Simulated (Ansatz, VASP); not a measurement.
# Al2O3: VASP beside Ansatz

```xyz
10
Lattice="2.3529 1.3585 4.5661 -2.3529 1.3585 4.5661 0.0000 -2.7169 4.5661" Properties=species:S:1:pos:R:3 pbc="T T T"
Al    0.0000    0.0000   11.5683
Al    0.0000    0.0000    8.9791
Al    0.0000    0.0000    2.1300
Al    0.0000    0.0000    4.7191
O    -0.9122   -1.3585    5.7076
O     1.6326   -0.1108    5.7076
O    -0.7204    1.4692    5.7076
O     0.9122    1.3585    7.9906
O    -1.6326    0.1108    7.9906
O     0.7204   -1.4692    7.9906
```

Alike in both runs: task single point; functional PBE; k mesh 6 × 6 × 6; occupations gaussian, width 0.05 eV; no spin polarisation.

|  | VASP | Ansatz |
| --- | --- | --- |
| version | VASP 6.6.1 | Ansatz 0.2.0 |
| potentials or method | VASP PAW PBE potentials, release 64 (Al, O), cutoff 520 eV | scalar-relativistic, plane waves, PAW |
| valence electrons in the cell | 48 | 48 |

Ansatz gave:

| Item | Value |
| --- | --- |
| gap on the k mesh at the Fermi level (eV) | 5.70 |
| least direct gap on the mesh (eV) | 5.70 |
| pressure (GPa) | 1.2 |
| traceless stress, the component that is largest in VASP (GPa) | -13.53 |
| rms of the force components (eV/Å) | 0.507 |

Estimate VASP's values.

gap on the k mesh at the Fermi level (eV): 5.70; least direct gap on the mesh (eV): 5.70; pressure (GPa): 1.2; traceless stress, the component that is largest in VASP (GPa): -13.51; rms of the force components (eV/Å): 0.514.

Atom by atom the forces differ by 0.007 eV/Å (rms over components).
